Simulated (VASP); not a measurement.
# As (Pm-3m) in VASP: further runs

The runs below take As through single point, with PBE.

Program: VASP 6.6.1. These are calculated values, not measurements. Logs are shortened: lines on timing, memory, paths and dates and some standing lists are left out, and cuts for length are marked.

## 1. The cell of the first run

It takes space group Pm-3m (No. 221, cubic). The conventional cell has a = 2.620 Å, b = 2.620 Å, c = 2.620 Å, α = 90.00°, β = 90.00°, γ = 90.00°. Within 3.5 Å of As (site symmetry m-3m) lie 6 As at 2.62 Å.

## 2. Single point, PBE (volume scaled by 0.88)

INCAR reads:

```
  PREC = Accurate
  ENCUT = 520
  EDIFF = 1E-6
  ISMEAR = -1
  SIGMA = 0.1
  LREAL = F
  LASPH = T
  NELM = 100
  ALGO = Normal
  ISIF = 2
  LWAVE = F
  LCHARG = F
  GGA = PE
  NBANDS = 8
```

KPOINTS reads:

```
Automatic mesh
0
Gamma
  13 13 13
```

POSCAR reads:

```
As
1.0
    2.6202443659      0.0000000000      0.0000000000
    0.0000000000      2.6202443659      0.0000000000
    0.0000000000      0.0000000000      2.6202443659
As
1
Direct
    0.0000000000      0.0000000000      0.0000000000
```

Potentials or basis: VASP PAW PBE potentials, release 64 (As).

On the command line:

```sh
$ cat potpaw_PBE.64/As/POTCAR > POTCAR
$ mpirun -np 1 vasp_std > vasp.out
```

OUTCAR:

```text
PREC = Accurate
   ENCUT = 520
   EDIFF = 1E-6
   ISMEAR = -1
   LREAL = F
   LASPH = T
   NELM = 100
   ISIF = 2
   GGA = PE

 ion  position               nearest neighbor table
   1  0.000  0.000  0.000-

  LATTYP: Found a simple cubic cell.
 ALAT       =     2.6202443659

  Lattice vectors:

 A1 = (   2.6202443659,   0.0000000000,   0.0000000000)
 A2 = (   0.0000000000,   2.6202443659,   0.0000000000)
 A3 = (   0.0000000000,   0.0000000000,   2.6202443659)

Analysis of symmetry for initial positions (statically):
=====================================================================
 Subroutine PRICEL returns:
 Original cell was already a primitive cell.

 Routine SETGRP: Setting up the symmetry group for a
 simple cubic supercell.

 Subroutine GETGRP returns: Found 48 space group operations
 (whereof 48 operations were pure point group operations)
 out of a pool of 48 trial point group operations.

The static configuration has the point symmetry O_h .

Analysis of symmetry for dynamics (positions and initial velocities):
=====================================================================
 Subroutine PRICEL returns:
 Original cell was already a primitive cell.

 Routine SETGRP: Setting up the symmetry group for a
 simple cubic supercell.

 Subroutine GETGRP returns: Found 48 space group operations
 (whereof 48 operations were pure point group operations)
 out of a pool of 48 trial point group operations.

The dynamic configuration has the point symmetry O_h .

 Subroutine INISYM returns: Found 48 space group operations
 (whereof 48 operations are pure point group operations),
 and found     1 'primitive' translations

----------------------------------------------------------------------------------------

                                     Primitive cell

  volume of cell :      17.9898

  direct lattice vectors                    reciprocal lattice vectors
     2.620244366  0.000000000  0.000000000     0.381643794  0.000000000  0.000000000
     0.000000000  2.620244366  0.000000000     0.000000000  0.381643794  0.000000000
     0.000000000  0.000000000  2.620244366     0.000000000  0.000000000  0.381643794

  length of vectors
     2.620244366  2.620244366  2.620244366     0.381643794  0.381643794  0.381643794

  position of ions in fractional coordinates (direct lattice)
     0.000000000  0.000000000  0.000000000

  ion indices of the primitive-cell ions
   primitive index   ion index
                 1           1

----------------------------------------------------------------------------------------

 KPOINTS: Automatic mesh

Automatic generation of k-mesh.
 Grid dimensions read from file:
 generate k-points for:   13   13   13

 Generating k-lattice:

  Cartesian coordinates                     Fractional coordinates (reciprocal lattice)
     0.029357215  0.000000000  0.000000000     0.076923077  0.000000000  0.000000000
     0.000000000  0.029357215  0.000000000     0.000000000  0.076923077  0.000000000
     0.000000000  0.000000000  0.029357215     0.000000000  0.000000000  0.076923077

  Length of vectors
     0.029357215  0.029357215  0.029357215

  Shift w.r.t. Gamma in fractional coordinates (k-lattice)
     0.000000000  0.000000000  0.000000000

 Subroutine IBZKPT returns following result:
 ===========================================

 Found     84 irreducible k-points:

 Following reciprocal coordinates:
            Coordinates               Weight
  0.000000  0.000000  0.000000      1.000000
  0.076923  0.000000  0.000000      6.000000
  0.153846  0.000000  0.000000      6.000000
  0.230769  0.000000  0.000000      6.000000
  0.307692  0.000000  0.000000      6.000000
  0.384615  0.000000  0.000000      6.000000
[... 16 lines left out ...]
  0.307692  0.307692  0.000000     12.000000
  0.384615  0.307692  0.000000     24.000000
 [... further k-points ...]
   k-points           NKPTS =     84   k-points in BZ     NKDIM =     84   number of bands    NBANDS=      8
   number of dos      NEDOS =    301   number of ions     NIONS =      1
   total plane-waves  NPLWV =   8000
   dimension x,y,z NGX =    20 NGY =   20 NGZ =   20
   dimension x,y,z NGXF=    40 NGYF=   40 NGZF=   40
   ions per type =               1
   NGX,Y,Z   is equivalent  to a cutoff of  12.69, 12.69, 12.69 a.u.
   NGXF,Y,Z  is equivalent  to a cutoff of  25.38, 25.38, 25.38 a.u.
 SYSTEM =  unknown system
   PREC   = accura    normal or accurate (medium, high low for compatibility)
   ISTART =      0    job   : 0-new  1-cont  2-samecut
   ICHARG =      2    charge: 1-file 2-atom 10-const
   ISPIN  =      1    spin polarized calculation?
   LNONCOLLINEAR =      F non collinear calculations
   LSORBIT =      F    spin-orbit coupling
   LASPH  =      T    aspherical Exc in radial PAW
   ENCUT  =  520.0 eV  38.22 Ry    6.18 a.u.   4.87  4.87  4.87*2*pi/ulx,y,z
   NELM   =    100;   NELMIN=  2; NELMDL= -5     # of ELM steps
   EDIFF  = 0.1E-05   stopping-criterion for ELM
   LREAL  =      F    real-space projection
   EDIFFG = 0.1E-04   stopping-criterion for IOM
   NSW    =      0    number of steps for IOM
   IBRION =     -1    ionic relax: 0-MD 1-quasi-New 2-CG
   NFREE  =      0    steps in history (QN), initial steepest desc. (CG)
   ISIF   =      2    stress and relaxation
   ISYM   =      2    0-nonsym 1-usesym 2-fastsym
   POTIM  = 0.5000    time-step for ionic-motion
   TEBEG  =    0.0;   TEEND  =   0.0 temperature during run
   PSTRESS=    0.0 pullay stress
   NELECT =       5.0000    total number of electrons
   NUPDOWN=      -1.0000    fix difference up-down
   EMIN   =  10.00;   EMAX   =-10.00  energy-range for DOS
   EFERMI =   0.00;   METHOD = LEGACY
   ISMEAR =    -1;   SIGMA  =   0.10  broadening in eV -4-tet -1-fermi 0-gaus
   EFERMI_NEDOS =   21; number of points for ismear=-14 and -15
   IALGO  =     38    algorithm
   IMIX   =      4    mixing-type and parameters
     AMIX     =   0.40;   BMIX     =  1.00
     AMIX_MAG =   1.60;   BMIX_MAG =  1.00
  volume/ion in A,a.u.               =      17.99       121.40
  Fermi-wavevector in a.u.,A,eV,Ry     =   1.068373  2.018933 15.529983  1.141422
  Thomas-Fermi vector in A             =   2.204019
   LORBIT       =      0    0 simple, 1 ext, 2 COOP (PROOUT), +10 PAW based schemes
   GGA     = PE    functional components
   LHFCALC =     F    Hartree Fock is set to
   AEXX    =    0.0000 exact exchange contribution
   IVDW    =     0    specifies the selected vdW correction
   LEPSILON=     F    determine dielectric tensor
   LRPA    =     F    only Hartree local field effects (RPA)
 non-spin polarized calculation
  energy-cutoff  :      520.00
  volume of cell :       17.99
 maximum number of plane-waves:       496
 NGX is ok and might be reduce to    20
   NGX =  9   NGY =  9   NGZ =  9

 number of electron       4.9999998 magnetization

 Free energy of the ion-electron system (eV)
  ---------------------------------------------------
  ext. energy  EPLUGINS =         0.00000000
  ---------------------------------------------------
  free energy    TOTEN  =        -4.48831450 eV

  energy without entropy =       -4.47995079  energy(sigma->0) =       -4.48413265

 E-fermi :   7.1716     XC(G=0): -10.8506

 val. band max:        7.1509768841   @ k =   0.3077   0.2308   0.2308
 cond. band min:       7.2027563843   @ k =   0.3077   0.3077   0.3077
 fundamental gap:      0.0517795002
 Fermi energy:         7.1715668323

 k-point     1 :       0.0000    0.0000    0.0000
  band No.  band energies     occupation
      1      -8.8172      2.00000
      2      11.5900      0.00000
      3      11.5900      0.00000
      4      11.5900      0.00000
      5      15.6436      0.00000
      6      15.6436      0.00000
      7      18.4615      0.00000
      8      33.2205      0.00000

 k-point     2 :       0.0769    0.0000    0.0000
  band No.  band energies     occupation
      1      -8.6978      2.00000
      2      10.0305      0.00000
      3      11.6983      0.00000
      4      11.6983      0.00000
      5      15.7477      0.00000
      6      16.7924      0.00000
      7      19.1728      0.00000
      8      31.4823      0.00000

 k-point     3 :       0.1538    0.0000    0.0000
  band No.  band energies     occupation
      1      -8.3425      2.00000
      2       7.4753      0.09151
      3      12.0152      0.00000
      4      12.0152      0.00000
      5      16.0563      0.00000
      6      17.7628      0.00000
      7      21.6250      0.00000
      8      29.0393      0.00000

 k-point     4 :       0.2308    0.0000    0.0000
  band No.  band energies     occupation
      1      -7.7615      2.00000
      2       4.9605      2.00000
      3      12.5138      0.00000
      4      12.5138      0.00000
      5      16.5553      0.00000
      6      18.4735      0.00000
      7      24.6231      0.00000
      8      26.7643      0.00000

 k-point     5 :       0.3077    0.0000    0.0000
  band No.  band energies     occupation
      1      -6.9837      2.00000
      2       2.6815      2.00000
      3      13.1355      0.00000
      4      13.1355      0.00000
      5      17.2088      0.00000
      6      19.3087      0.00000
      7      24.7935      0.00000
      8      24.7935      0.00000
[... 177 lines left out ...]
 k-point    22 :       0.4615    0.2308    0.0000
  band No.  band energies     occupation
      1      -4.2893      2.00000
      2       0.5046      2.00000
      3       7.9874      0.00057
      4      14.2631      0.00000
      5      15.0936      0.00000
      6      21.2862      0.00000
      7      23.2974      0.00000
      8      24.1046      0.00000

 k-point    23 :       0.3077    0.3077    0.0000
  band No.  band energies     occupation
      1      -5.1447      2.00000
      2       3.9920      2.00000
      3       4.7972      2.00000
      4      14.6624      0.00000
      5      14.8172      0.00000
      6      20.3193      0.00000
      7      26.0734      0.00000
      8      26.5794      0.00000

 k-point    24 :       0.3846    0.3077    0.0000
  band No.  band energies     occupation
      1      -4.2435      2.00000
      2       2.4280      2.00000
      3       5.1978      2.00000
      4      13.1394      0.00000
      5      15.2781      0.00000
      6      21.2449      0.00000
      7      24.8020      0.00000
      8      26.1966      0.00000

 [... further k-points ...]
[... 5 lines left out ...]
  --------------------------------------------------------------------------------------
  -------------------------------------------------------------------------------------
  Total        1.5122692      1.5122692      1.5122692      0.0000000      0.0000000      0.0000000
  in kB      134.6834753    134.6834753    134.6834753      0.0000000      0.0000000      0.0000000
  external PRESSURE =     134.6834753 kB  Pullay stress =       0.0000000 kB

 VOLUME and BASIS-vectors are now :
 -----------------------------------------------------------------------------
  energy-cutoff  :      520.00
  volume of cell :       17.99
      direct lattice vectors                 reciprocal lattice vectors
     2.620244366  0.000000000  0.000000000     0.381643794  0.000000000  0.000000000
     0.000000000  2.620244366  0.000000000     0.000000000  0.381643794  0.000000000
     0.000000000  0.000000000  2.620244366     0.000000000  0.000000000  0.381643794

 POSITION                                       TOTAL-FORCE (eV/Angst)
 -----------------------------------------------------------------------------------
      0.00000      0.00000      0.00000         0.000000      0.000000      0.000000
 -----------------------------------------------------------------------------------
    total drift:                                0.000000      0.000000      0.000000

  FREE ENERGIE OF THE ION-ELECTRON SYSTEM (eV)
  ---------------------------------------------------
  free  energy   TOTEN  =        -4.4883144992 eV

  energy  without entropy=       -4.4799507930  energy(sigma->0) =       -4.48413265
```

It took 6 s on 1 thread of AMD EPYC 7R13 (Zen 3), shared host; peak memory 0.1 GiB.

What came out:

| Property | Result |
| --- | --- |
| Free energy | -4.4883 eV |
| Pressure | 13.5 GPa |

(Part 1 of 4 ends here.)
